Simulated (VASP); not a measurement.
Here is a VASP 6.6.1 calculation.

Contents of INCAR:

```
PREC = Accurate
ENCUT = 520
EDIFF = 1E-6
ISMEAR = -1
SIGMA = 0.05
LREAL = False
LASPH = True
NELM = 60
ALGO = Normal
ISIF = 2
LWAVE = False
LCHARG = True
GGA = PE
IVDW = 13
LELF = True
LVHAR = True
NBANDS = 16
```

The input KPOINTS:

```
regular mesh
0
Gamma
  8 8 8
```

Contents of POSCAR:

```
GaSb
1.0
    0.0000000000      2.9965539066      2.9965539066
    2.9965539066      0.0000000000      2.9965539066
    2.9965539066      2.9965539066      0.0000000000
Sb Ga
1 1
Direct
    0.7500000000      0.7500000000      0.7500000000
    0.0000000000      0.0000000000      0.0000000000
```

Potentials or basis: VASP PAW PBE potentials, release 64 (Sb, Ga_d).

The run is started by

```bash
$ cat potpaw_PBE.64/Sb/POTCAR potpaw_PBE.64/Ga_d/POTCAR > POTCAR
$ mpirun -np 1 vasp_std > vasp.out
```

Q: Predict the band gap on the k mesh.

A: 0.49 eV, direct.

Q: Estimate the pressure.

A: 3.6 GPa.

Q: What does it give for the dispersion energy per atom?

A: -0.451 eV.

Caveat: spin-orbit coupling is left out, which moves the levels of the heavy elements. A k mesh can miss the band edges.
